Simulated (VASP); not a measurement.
## AlMoW3: single point with PBE

Crystal: AlMoW3.

```xyz
5
Lattice="3.2695 0.0000 0.0000 0.0000 3.2695 0.0000 0.0000 0.0000 8.1742" Properties=species:S:1:pos:R:3 pbc="T T T"
Al    1.6347    1.6347    3.1470
Mo    1.6347    1.6347    5.9367
W     1.6347    1.6347    0.3405
W     0.0000    0.0000    1.6365
W     0.0000    0.0000    4.6489
```

The cell was generated, and may not be a known phase.

```
Program                : VASP 6.6.1
Task                   : single point
Functional             : PBE
Potentials or basis    : VASP PAW PBE potentials, release 64 (Al, Mo_sv, W_sv)
Cutoff                 : 520 eV
k mesh                 : 10 × 10 × 4
Occupations            : gaussian, width 0.1 eV
Spin                   : no spin polarisation
Dipole correction      : no
Further INCAR settings : ALGO = Fast; EDIFF = 1e-07; NBANDS = 38
```

| Property | Result |
| --- | --- |
| Pressure | 0.4 GPa |
| Largest force | 0.030 eV/Å |
| Band gap on the k mesh | zero (an odd number of electrons rules out a gap without spin polarisation) |

Forces on the atoms (eV/Å):
```
Al   0.000  0.000 -0.002
Mo   0.000  0.000  0.007
W    0.000  0.000 -0.003
W    0.000  0.000  0.028
W    0.000  0.000 -0.030
```

Stress tensor (GPa, compression positive):
```
0.33 0.00 0.00
0.00 0.33 0.00
0.00 0.00 0.41
```

Levels at points of the mesh, in eV from the Fermi level:
```tsv
k point	band 26	band 27	band 28	band 29	band 30	band 31	band 32	band 33	band 34	band 35
(0.00, 0.00, 0.00)	-0.93	-0.93	-0.71	-0.18	-0.18	0.08	0.48	0.48	1.41	2.32
(0.50, 0.00, 0.00)	-1.91	-1.43	-1.31	-0.71	0.85	1.32	2.02	2.28	2.35	2.40
(0.50, 0.50, 0.00)	-1.45	-0.43	-0.33	0.62	0.62	0.66	0.66	2.48	2.74	2.89
(0.00, 0.00, 0.50)	-0.78	-0.75	-0.75	-0.59	-0.59	0.66	0.79	1.31	1.31	1.47
(0.50, 0.00, 0.50)	-2.11	-1.87	-1.70	0.72	1.37	1.60	1.65	2.15	2.25	2.71
(0.50, 0.50, 0.50)	-1.27	-0.54	-0.54	-0.11	0.00	2.34	2.34	2.46	2.67	2.67
```

It took 7.7 min on 1 thread of Intel Xeon 8259CL (shared host), peak memory 0.29 GiB.

Caveat: spin-orbit coupling is left out, which moves the levels of the heavy elements.
